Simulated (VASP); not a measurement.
# MgO (Cm) in VASP: further runs

The runs below take MgO through single point, with PBE.

Program: VASP 6.6.1. These are calculated values, not measurements. Logs are shortened: lines on timing, memory, paths and dates and some standing lists are left out, and cuts for length are marked.

## (1) The cell of the first run

It takes space group Cm (No. 8, monoclinic). Conventional cell: a = 10.445 Å, b = 3.521 Å, c = 6.099 Å, α = 90.00°, β = 125.73°, γ = 90.00°. Mg (site symmetry m) has 5 O at 2.03 to 2.16 Å within 2.7 Å. Mg (site symmetry m) has 5 O at 1.98 to 2.26 Å within 2.6 Å. Mg (site symmetry m) has 5 O at 1.99 to 2.22 Å within 2.6 Å. Within 2.7 Å of Mg (site symmetry m) lie 5 O at 2.00 to 2.20 Å. Within 2.6 Å of O (site symmetry m) lie 5 Mg at 1.98 to 2.16 Å. O (site symmetry m) has 5 Mg at 2.07 to 2.26 Å within 2.7 Å. O (site symmetry m) has 5 Mg at 2.03 to 2.20 Å within 2.7 Å. O (site symmetry m) has 5 Mg at 2.03 to 2.22 Å within 2.7 Å.

## (2) Single point, PBE (atoms displaced along several vibrational modes)

The input, INCAR:

```
SYSTEM = MgO
PREC = Accurate
ENCUT = 520
EDIFF = 1E-6
ISMEAR = 0
SIGMA = 0.05
LREAL = .False.
LASPH = .True.
NELM = 60
ALGO = Normal
ISIF = 2
LWAVE = .False.
LCHARG = .False.
GGA = PE
NBANDS = 26
```

The input, KPOINTS:

```
regular mesh
0
Gamma
  8 8 8
  0 0 0
```

The input, POSCAR:

```
MgO
1.0
    3.5213164963      0.0000000000      0.0000000000
    1.7606582482     -3.0495495405     -4.2393824239
    1.7606582481      3.0495495406     -4.2393824239
Mg O
4 4
Direct
    0.8734794220      0.4598539117      0.7931872443
    0.3849052944      0.9484280385      0.2817613727
    0.1291923580      0.5478856824      0.1937296016
    0.6291923584      0.0270629346      0.7145523486
    0.6186311478      0.7094566422      0.0532810621
    0.1186311478      0.2199477288      0.5427899756
    0.3692494882      0.2974171783      0.9640838453
    0.8680128074      0.7986538595      0.4653205257
```

Potentials or basis: VASP PAW PBE potentials, release 64 (Mg, O).

Command:

```sh
$ cat potpaw_PBE.64/Mg/POTCAR potpaw_PBE.64/O/POTCAR > POTCAR
$ mpirun -np 1 vasp_std > vasp.out
```

OUTCAR:

```text
SYSTEM = MgO
   PREC = Accurate
   ENCUT = 520
   EDIFF = 1E-6
   ISMEAR = 0
   LREAL = .False.
   LASPH = .True.
   NELM = 60
   ISIF = 2
   GGA = PE

 ion  position               nearest neighbor table
   1  0.873  0.460  0.793-   7 2.03   7 2.03   8 2.03   6 2.08   5 2.16   4 2.86   3 2.88   3 2.88
                             4 2.99   4 2.99   3 3.02   2 3.52   2 3.52   2 3.52   2 3.52
   2  0.385  0.948  0.282-   5 1.98   7 2.04   8 2.04   8 2.04   6 2.26   4 2.86   3 2.88   3 2.88
                             4 2.99   4 2.99   3 3.02   1 3.52   1 3.52   1 3.52   1 3.52
   3  0.129  0.548  0.194-   5 1.99   5 1.99   7 2.04   6 2.07   8 2.22   2 2.88   2 2.88   1 2.88
                             1 2.88   1 3.02   2 3.02   4 3.41   4 3.41   4 3.63   4 3.63
   4  0.629  0.027  0.715-   5 2.00   8 2.03   6 2.08   6 2.08   7 2.20   1 2.86   2 2.86   2 2.99
                             2 2.99   1 2.99   1 2.99   3 3.41   3 3.41   3 3.63   3 3.63
   5  0.619  0.709  0.053-   2 1.98   3 1.99   3 1.99   4 2.00   1 2.16
   6  0.119  0.220  0.543-   3 2.07   1 2.08   4 2.08   4 2.08   2 2.26
   7  0.369  0.297  0.964-   1 2.03   1 2.03   3 2.04   2 2.04   4 2.20
   8  0.868  0.799  0.465-   4 2.03   1 2.03   2 2.04   2 2.04   3 2.22

  LATTYP: Found a body centered orthorhombic cell.
 ALAT       =     3.5213164963
 B/A-ratio  =     1.7320508076
 C/A-ratio  =     2.4078394705

  Lattice vectors:

 A1 = (  -1.7606582482,   3.0495495405,   4.2393824239)
 A2 = (   1.7606582482,  -3.0495495406,   4.2393824239)
 A3 = (   1.7606582481,   3.0495495406,  -4.2393824239)

Analysis of symmetry for initial positions (statically):
=====================================================================
 Subroutine PRICEL returns:
 Original cell was already a primitive cell.

 Routine SETGRP: Setting up the symmetry group for a
 body centered orthorhombic supercell.

 Subroutine GETGRP returns: Found  2 space group operations
 (whereof  2 operations were pure point group operations)
 out of a pool of  8 trial point group operations.

The static configuration has the point symmetry C_1h.

Analysis of symmetry for dynamics (positions and initial velocities):
=====================================================================
 Subroutine PRICEL returns:
 Original cell was already a primitive cell.

 Routine SETGRP: Setting up the symmetry group for a
 body centered orthorhombic supercell.

 Subroutine GETGRP returns: Found  2 space group operations
 (whereof  2 operations were pure point group operations)
 out of a pool of  8 trial point group operations.

The dynamic configuration has the point symmetry C_1h.

 Subroutine INISYM returns: Found  2 space group operations
 (whereof  2 operations are pure point group operations),
 and found     1 'primitive' translations

----------------------------------------------------------------------------------------

                                     Primitive cell

  volume of cell :      91.0486

  direct lattice vectors                    reciprocal lattice vectors
     3.521316496  0.000000000  0.000000000     0.283984697  0.000000000  0.117941707
     1.760658248 -3.049549541 -4.239382424     0.000000000 -0.163958642 -0.117941707
     1.760658248  3.049549541 -4.239382424     0.000000000  0.163958642 -0.117941707

  length of vectors
     3.521316496  5.511082761  5.511082761     0.307502121  0.201971984  0.201971984

  position of ions in fractional coordinates (direct lattice)
     0.873479422  0.459853912  0.793187244
     0.384905294  0.948428038  0.281761373
     0.129192358  0.547885682  0.193729602
     0.629192358  0.027062935  0.714552349
     0.618631148  0.709456642  0.053281062
     0.118631148  0.219947729  0.542789976
     0.369249488  0.297417178  0.964083845
     0.868012807  0.798653859  0.465320526

  ion indices of the primitive-cell ions
   primitive index   ion index
                 1           1
                 2           2
                 3           3
                 4           4
                 5           5
                 6           6
                 7           7
                 8           8

----------------------------------------------------------------------------------------

 KPOINTS: regular mesh

Automatic generation of k-mesh.
 Grid dimensions read from file:
 generate k-points for:    8    8    8

 Generating k-lattice:

  Cartesian coordinates                     Fractional coordinates (reciprocal lattice)
     0.035498087  0.000000000  0.014742713     0.125000000 -0.000000000  0.000000000
     0.000000000 -0.020494830 -0.014742713     0.000000000  0.125000000  0.000000000
     0.000000000  0.020494830 -0.014742713     0.000000000  0.000000000  0.125000000

  Length of vectors
     0.038437765  0.025246498  0.025246498

  Shift w.r.t. Gamma in fractional coordinates (k-lattice)
     0.000000000  0.000000000  0.000000000

 Subroutine IBZKPT returns following result:
 ===========================================

 Found    150 irreducible k-points:

 Following reciprocal coordinates:
            Coordinates               Weight
  0.000000  0.000000  0.000000      1.000000
  0.125000  0.000000  0.000000      4.000000
  0.250000  0.000000  0.000000      4.000000
  0.375000 -0.000000 -0.000000      4.000000
  0.500000  0.000000  0.000000      2.000000
  0.000000  0.125000  0.000000      2.000000
[... 16 lines left out ...]
  0.125000  0.250000 -0.000000      4.000000
 -0.125000 -0.000000 -0.250000      4.000000
 [... further k-points ...]
   k-points           NKPTS =    150   k-points in BZ     NKDIM =    150   number of bands    NBANDS=     26
   number of dos      NEDOS =    301   number of ions     NIONS =      8
   total plane-waves  NPLWV =  49392
   dimension x,y,z NGX =    28 NGY =   42 NGZ =   42
   dimension x,y,z NGXF=    56 NGYF=   84 NGZF=   84
   ions per type =               4   4
   NGX,Y,Z   is equivalent  to a cutoff of  13.22, 12.67, 12.67 a.u.
   NGXF,Y,Z  is equivalent  to a cutoff of  26.44, 25.34, 25.34 a.u.
 SYSTEM =  MgO
   PREC   = accura    normal or accurate (medium, high low for compatibility)
   ISTART =      0    job   : 0-new  1-cont  2-samecut
   ICHARG =      2    charge: 1-file 2-atom 10-const
   ISPIN  =      1    spin polarized calculation?
   LNONCOLLINEAR =      F non collinear calculations
   LSORBIT =      F    spin-orbit coupling
   LASPH  =      T    aspherical Exc in radial PAW
   ENCUT  =  520.0 eV  38.22 Ry    6.18 a.u.   6.55 10.25 10.25*2*pi/ulx,y,z
   NELM   =     60;   NELMIN=  2; NELMDL= -5     # of ELM steps
   EDIFF  = 0.1E-05   stopping-criterion for ELM
   LREAL  =      F    real-space projection
   EDIFFG = 0.1E-04   stopping-criterion for IOM
   NSW    =      0    number of steps for IOM
   IBRION =     -1    ionic relax: 0-MD 1-quasi-New 2-CG
   NFREE  =      0    steps in history (QN), initial steepest desc. (CG)
   ISIF   =      2    stress and relaxation
   ISYM   =      2    0-nonsym 1-usesym 2-fastsym
   POTIM  = 0.5000    time-step for ionic-motion
   TEBEG  =    0.0;   TEEND  =   0.0 temperature during run
   PSTRESS=    0.0 pullay stress
   NELECT =      32.0000    total number of electrons
   NUPDOWN=      -1.0000    fix difference up-down
   EMIN   =  10.00;   EMAX   =-10.00  energy-range for DOS
   EFERMI =   0.00;   METHOD = LEGACY
   ISMEAR =     0;   SIGMA  =   0.05  broadening in eV -4-tet -1-fermi 0-gaus
   EFERMI_NEDOS =   21; number of points for ismear=-14 and -15
   IALGO  =     38    algorithm
   IMIX   =      4    mixing-type and parameters
     AMIX     =   0.40;   BMIX     =  1.00
     AMIX_MAG =   1.60;   BMIX_MAG =  1.00
  volume/ion in A,a.u.               =      11.38        76.80
  Fermi-wavevector in a.u.,A,eV,Ry     =   1.155315  2.183229 18.160411  1.334753
  Thomas-Fermi vector in A             =   2.291944
   LORBIT       =      0    0 simple, 1 ext, 2 COOP (PROOUT), +10 PAW based schemes
   GGA     = PE    functional components
   LHFCALC =     F    Hartree Fock is set to
   AEXX    =    0.0000 exact exchange contribution
   IVDW    =     0    specifies the selected vdW correction
   LEPSILON=     F    determine dielectric tensor
   LRPA    =     F    only Hartree local field effects (RPA)
 non-spin polarized calculation
 Gauss-broadening in eV      SIGMA  =   0.05
  energy-cutoff  :      520.00
  volume of cell :       91.05
 maximum number of plane-waves:      2484
 NGX is ok and might be reduce to    28
   NGX = 13   NGY = 21   NGZ = 21

 number of electron      32.0000001 magnetization

 Free energy of the ion-electron system (eV)
  ---------------------------------------------------
  ext. energy  EPLUGINS =         0.00000000
  ---------------------------------------------------
  free energy    TOTEN  =       -47.12689336 eV

  energy without entropy =      -47.12689336  energy(sigma->0) =      -47.12689336

 E-fermi :   2.1388     XC(G=0):  -9.9221

 val. band max:        1.9295995084   @ k =   0.0000   0.0000   0.0000
 cond. band min:       4.9972822188   @ k =   0.0000   0.0000   0.0000
 fundamental gap:      3.0676827104
 Fermi energy:         2.1388222543

 k-point     1 :       0.0000    0.0000    0.0000
  band No.  band energies     occupation
      1     -15.1724      2.00000
      2     -14.2161      2.00000
      3     -14.0903      2.00000
      4     -13.4350      2.00000
      5      -2.1822      2.00000
      6      -2.0208      2.00000
[... 18 lines left out ...]
     25      14.1492      0.00000
     26      15.5997      0.00000

 k-point     2 :       0.1250    0.0000    0.0000
  band No.  band energies     occupation
      1     -15.1159      2.00000
      2     -14.2149      2.00000
      3     -14.0787      2.00000
      4     -13.4446      2.00000
      5      -2.1186      2.00000
      6      -1.9021      2.00000
[... 18 lines left out ...]
     25      14.3164      0.00000
[... 608 lines left out ...]
     25      14.4711      0.00000
     26      14.6870      0.00000

 k-point    24 :      -0.1250   -0.0000   -0.2500
  band No.  band energies     occupation
      1     -15.0674      2.00000
      2     -14.2340      2.00000
      3     -14.1076      2.00000
      4     -13.4628      2.00000
      5      -2.0050      2.00000
      6      -1.7929      2.00000
[... 18 lines left out ...]
     25      14.4517      0.00000
     26      14.7121      0.00000

 [... further k-points ...]
[... 5 lines left out ...]
  --------------------------------------------------------------------------------------
  -------------------------------------------------------------------------------------
  Total       -0.1085154     -0.4827989      1.0946843      0.0000000      0.0103908     -0.0000000
  in kB       -1.9095397     -8.4957844     19.2630969      0.0000000      0.1828462     -0.0000000
  external PRESSURE =       2.9525909 kB  Pullay stress =       0.0000000 kB

 VOLUME and BASIS-vectors are now :
 -----------------------------------------------------------------------------
  energy-cutoff  :      520.00
  volume of cell :       91.05
      direct lattice vectors                 reciprocal lattice vectors
     3.521316496  0.000000000  0.000000000     0.283984697  0.000000000  0.117941707
     1.760658248 -3.049549541 -4.239382424     0.000000000 -0.163958642 -0.117941707
     1.760658248  3.049549541 -4.239382424     0.000000000  0.163958642 -0.117941707

 POSITION                                       TOTAL-FORCE (eV/Angst)
 -----------------------------------------------------------------------------------
      5.28197      1.01652     -5.31212        -0.000000      0.014026      0.648922
      3.52132     -2.03303     -5.21524        -0.000000      0.031861     -1.512488
      1.76066     -1.08002     -3.14399        -0.000000      1.323754     -0.369667
      3.52132      2.09653     -3.14399         0.000000     -1.365525     -0.436325
      3.52132     -2.00104     -3.23354         0.000000     -0.445619      0.591903
      1.76066      0.98452     -3.23354        -0.000000      0.446574      0.263888
      3.52132      2.03303     -5.34799        -0.000000      0.002661      0.325441
      5.28197     -1.01652     -5.35847         0.000000     -0.007732      0.488325
 -----------------------------------------------------------------------------------
    total drift:                                0.000029     -0.000173      0.002653

  FREE ENERGIE OF THE ION-ELECTRON SYSTEM (eV)
  ---------------------------------------------------
  free  energy   TOTEN  =       -47.1268933632 eV

  energy  without entropy=      -47.1268933632  energy(sigma->0) =      -47.12689336
```

It took 2.6 min on 1 thread of Intel Xeon 6975P-C (Granite Rapids), shared host; peak memory 0.41 GiB.

Results:

* Free energy: -47.1269 eV
* Pressure: 0.3 GPa
* Largest force: 1.513 eV/Å
* Band gap on the k mesh: 3.07 eV

Forces on the atoms (eV/Å):
```
Mg   0.000  0.014  0.649
Mg   0.000  0.032 -1.512
Mg   0.000  1.324 -0.370
Mg   0.000 -1.366 -0.436
O    0.000 -0.446  0.592
O    0.000  0.447  0.264
O    0.000  0.003  0.325
O    0.000 -0.008  0.488
```

Caveat: the cell differs from its parent crystal (atoms displaced along several vibrational modes); forces of over 1 eV/Å act on the atoms, so gaps and moduli don't describe the material at rest. A k mesh can miss the band edges.

## (3) Single point, PBE (atoms displaced along several vibrational modes)

The input, INCAR:

```
  ALGO = Normal
  EDIFF = 1E-6
  ENCUT = 520
  GGA = PE
  ISIF = 2
  ISMEAR = 0
  LASPH = True
  LCHARG = False
  LREAL = False
  LWAVE = False
  NBANDS = 26
  NELM = 80
  PREC = Accurate
  SIGMA = 0.05
```

The input, KPOINTS:

```
k-points
0
Gamma
  8 8 8
```

The input, POSCAR:

```
MgO
1.0
    3.5213164963      0.0000000000      0.0000000000
    1.7606582482     -3.0495495405     -4.2393824239
    1.7606582481      3.0495495406     -4.2393824239
Mg O
4 4
Direct
    0.8777288445      0.4556044890      0.7889378221
    0.3834507774      0.9498825557      0.2832158895
    0.1305898108      0.5412907407      0.1975296377
    0.6305898110      0.0308629709      0.7079574071
    0.6165081971      0.7141982342      0.0527853716
    0.1165081971      0.2194520382      0.5475315676
    0.3668178542      0.2998488124      0.9665154792
    0.8661985400      0.8004681268      0.4671347932
```

Potentials or basis: VASP PAW PBE potentials, release 64 (Mg, O).

Command:

```sh
$ cat potpaw_PBE.64/Mg/POTCAR potpaw_PBE.64/O/POTCAR > POTCAR
$ mpirun -np 1 vasp_std > vasp.out
```

It took 2.9 min on 1 thread of Intel Xeon 6975P-C (Granite Rapids), shared host; peak memory 0.4 GiB.

It converged, with:

```yaml
Free_energy: -47.1822 eV
Pressure: 0.5 GPa
Largest_force: 1.140 eV/Å
Band_gap_on_the_k_mesh: 3.22 eV
```

Forces on the atoms (eV/Å):
```
Mg   0.000  0.000 -0.027
Mg   0.000  0.011 -1.140
Mg   0.000  0.665 -0.551
Mg   0.000 -0.675 -0.597
O    0.000 -0.224  0.694
O    0.000  0.224  0.471
O    0.000  0.003  0.533
O    0.000 -0.005  0.618
```

Stress tensor (GPa, compression positive):
```
-0.81  0.00  0.00
 0.00 -0.97  0.01
 0.00  0.01  3.37
```

Levels at points of the mesh, in eV from the valence-band top:
```
           k point  band 13  band 14  band 15  band 16  band 17  band 18  band 19  band 20
(0.00, 0.00, 0.00)    -0.85    -0.73    -0.65     0.00     3.22     7.18     7.18     9.11
(0.50, 0.00, 0.00)    -1.13    -1.12    -0.65    -0.44     6.84     7.14     8.58     8.71
(0.00, 0.50, 0.00)    -1.00    -0.69    -0.59    -0.29     5.46     5.70     8.52     8.62
(0.00, 0.00, 0.50)    -0.99    -0.69    -0.59    -0.30     5.46     5.69     8.52     8.61
(0.50, 0.50, 0.00)    -1.30    -0.85    -0.74    -0.49     6.76     7.17     7.29     8.69
(0.00, 0.50, 0.50)    -1.25    -1.23    -1.20    -0.49     6.17     6.22     6.93     8.69
```

Caveat: the cell differs from its parent crystal (atoms displaced along several vibrational modes); forces of over 1 eV/Å act on the atoms, so gaps and moduli don't describe the material at rest. A k mesh can miss the band edges.

## (4) Single point, PBE (atoms displaced along several vibrational modes)

The input, INCAR:

```
ALGO = Normal
EDIFF = 1E-6
ENCUT = 520
GGA = PE
ISIF = 2
ISMEAR = 0
LASPH = True
LCHARG = False
LREAL = False
LWAVE = False
NBANDS = 26
NELM = 60
PREC = Accurate
SIGMA = 0.05
```

KPOINTS is that of step 3.

The input, POSCAR:

```
MgO
1.0
    3.5213164963      0.0000000000      0.0000000000
    1.7606582482     -3.0495495405     -4.2393824239
    1.7606582481      3.0495495406     -4.2393824239
Mg O
4 4
Direct
    0.8706845165      0.4626488171      0.7959821498
    0.3821103889      0.9512229440      0.2845562781
    0.1263974525      0.5506805879      0.1965245070
    0.6263974529      0.0298578400      0.7173472541
    0.6228770493      0.7052107407      0.0490351607
    0.1228770493      0.2157018273      0.5385440742
    0.3734953897      0.2931712769      0.9598379438
    0.8722587089      0.7944079580      0.4610746242
```

Command:

```sh
$ cat potpaw_PBE.64/Mg/POTCAR potpaw_PBE.64/O/POTCAR > POTCAR
$ mpirun -np 1 vasp_std > vasp.out
```

Run time: 6.9 min. Hardware: 1 thread of Oxide Virtual Turin-like, shared host; peak memory 0.37 GiB.

It converged, with:

| Quantity | Value |
| --- | --- |
| Free energy | -47.1913 eV |
| Pressure | -0.2 GPa |
| Largest force | 1.383 eV/Å |
| Band gap on the k mesh | 3.06 eV |

Forces in eV/Å, atoms in the order of the input:
```
Mg   0.000  0.021  0.908
Mg   0.000  0.027 -1.179
Mg   0.000  1.334 -0.115
Mg   0.000 -1.376 -0.137
O    0.000 -0.449  0.188
O    0.000  0.449  0.082
O    0.000 -0.001  0.050
O    0.000 -0.004  0.204
```

Stress tensor (GPa, compression positive):
```
 0.02  0.00  0.00
 0.00 -0.65  0.01
 0.00  0.01 -0.05
```

Levels at points of the mesh, in eV from the valence-band top:
```tsv
k point	band 14	band 15	band 16	band 17	band 18	band 19
(0.00, 0.00, 0.00)	-0.70	-0.62	0.00	3.06	7.03	7.04
(0.50, 0.00, 0.00)	-1.09	-0.77	-0.41	6.51	7.08	8.40
(0.00, 0.50, 0.00)	-0.84	-0.61	-0.26	5.19	5.65	8.35
(0.00, 0.00, 0.50)	-0.84	-0.61	-0.26	5.19	5.65	8.36
(0.50, 0.50, 0.00)	-1.04	-0.71	-0.50	6.41	6.99	7.33
(0.00, 0.50, 0.50)	-1.27	-1.25	-0.46	5.92	6.08	6.91
```

Caveat: the cell differs from its parent crystal (atoms displaced along several vibrational modes); forces of over 1 eV/Å act on the atoms, so gaps and moduli don't describe the material at rest. A k mesh can miss the band edges.

## (5) Overview

```tsv
cell	gap on the mesh (eV)	pressure (GPa)	largest force (eV/Å)
as given, atomic positions A	3.07	0.3	1.51
as given, atomic positions B	3.22	0.5	1.14
as given, atomic positions C	3.06	-0.2	1.38
```

Alike in all rows: task single point; level PBE; potentials or basis VASP PAW PBE potentials, release 64 (Mg, O); no spin polarisation; k mesh 8 × 8 × 8; cutoff (eV) 520; smearing gaussian 0.05 eV.

Caveats: forces of over 1 eV/Å act on the atoms, so gaps and moduli don't describe the material at rest.

Total energies depend on the potentials used, so only differences within one code and one set of settings carry meaning.
